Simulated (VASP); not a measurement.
# NaMo3: single point with PBE

Crystal: NaMo3.

```xyz
4
Lattice="3.9724 0.0000 0.0000 0.0000 3.9724 0.0000 0.0000 0.0000 3.9315" Properties=species:S:1:pos:R:3 pbc="T T T"
Na    0.0000    0.0000    0.0000
Mo    0.0000    1.9862    1.9658
Mo    1.9862    0.0000    1.9658
Mo    1.9862    1.9862    0.0000
```

```json
{
 "Program": "VASP 6.6.1",
 "Task": "single point",
 "Functional": "PBE",
 "Potentials or basis": "VASP PAW PBE potentials, release 64 (Na_pv, Mo_sv)",
 "Cutoff": "520 eV",
 "k mesh": "4 × 4 × 4",
 "Occupations": "gaussian, width 0.1 eV",
 "Spin": "no spin polarisation"
}
```

The pressure is 10.9 GPa.

Levels at points of the mesh, in eV from the Fermi level:
```tsv
k point	band 21	band 22	band 23	band 24	band 25	band 26	band 27	band 28	band 29	band 30
(0.00, 0.00, 0.00)	-3.45	-3.42	0.88	0.88	0.94	2.74	2.86	4.02	4.24	4.24
(0.50, 0.00, 0.00)	-1.79	-1.57	-0.70	-0.65	-0.13	0.19	0.56	1.31	1.33	1.43
(0.50, 0.50, 0.00)	-1.87	-1.67	-1.67	-0.56	-0.56	0.53	0.59	0.59	1.14	1.67
(0.00, 0.00, 0.50)	-1.82	-1.54	-0.70	-0.70	-0.15	0.32	0.65	1.26	1.26	1.47
(0.50, 0.00, 0.50)	-1.94	-1.65	-1.65	-0.60	-0.59	0.56	0.63	0.64	1.22	1.72
(0.50, 0.50, 0.50)	-0.95	-0.95	0.73	0.75	0.75	1.69	1.74	1.78	1.81	1.81
```

Run time: 31 s on 1 thread of AMD EPYC 7R43 64-Core Processor (Zen 3), on a shared host, peak memory 0.14 GiB.

Caveat: the k points lie up to 0.40 Å⁻¹ apart.
